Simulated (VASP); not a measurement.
Here is a VASP 6.6.1 calculation.

INCAR

```
SYSTEM = MoS2
  PREC = Accurate
  ENCUT = 520
  EDIFF = 1E-6
  ISMEAR = 0
  SIGMA = 0.05
  LREAL = .FALSE.
  LASPH = .TRUE.
  NELM = 60
  ALGO = Normal
  ISIF = 2
  LWAVE = .FALSE.
  LCHARG = .FALSE.
  GGA = PE
  IVDW = 12
  NBANDS = 20
```

KPOINTS

```
regular mesh
0
G
  12 12 4
  0 0 0
```

Contents of POSCAR:

```
MoS2
1.0
    3.1497239970      0.0000000000      0.0551201699
   -1.5748619985      2.7277409963     -0.0275600850
    0.1163319966      0.0000000000      6.6475426602
Mo S
1 2
Direct
    0.0000000000      0.0000000000      0.0000000000
    0.3333333333      0.6666666667      0.2356692374
    0.3333333333      0.6666666667      0.7643307626
```

Potentials or basis: VASP PAW PBE potentials, release 64 (Mo_sv, S).

Command:

```sh
$ cat potpaw_PBE.64/Mo_sv/POTCAR potpaw_PBE.64/S/POTCAR > POTCAR
$ mpirun -np 1 vasp_std > vasp.out
```

Question: Predict the pressure.

Answer: 0.1 GPa.

Question: What does it give for the dispersion energy per atom?

Answer: -0.398 eV.

Question: Predict the largest force.

Answer: 0.521 eV/Å.

Question: Estimate the band gap on the k mesh.

Answer: 1.21 eV (least direct gap 1.75 eV).

Forces on the atoms (eV/Å):
```
Mo   0.000  0.044  0.000
S   -0.520 -0.022  0.029
S    0.520 -0.022 -0.029
```

Caveat: the cell differs from its parent crystal (strain +0.0350 x Voigt [0, 0, 0, 0, 1, 0]). A k mesh can miss the band edges.
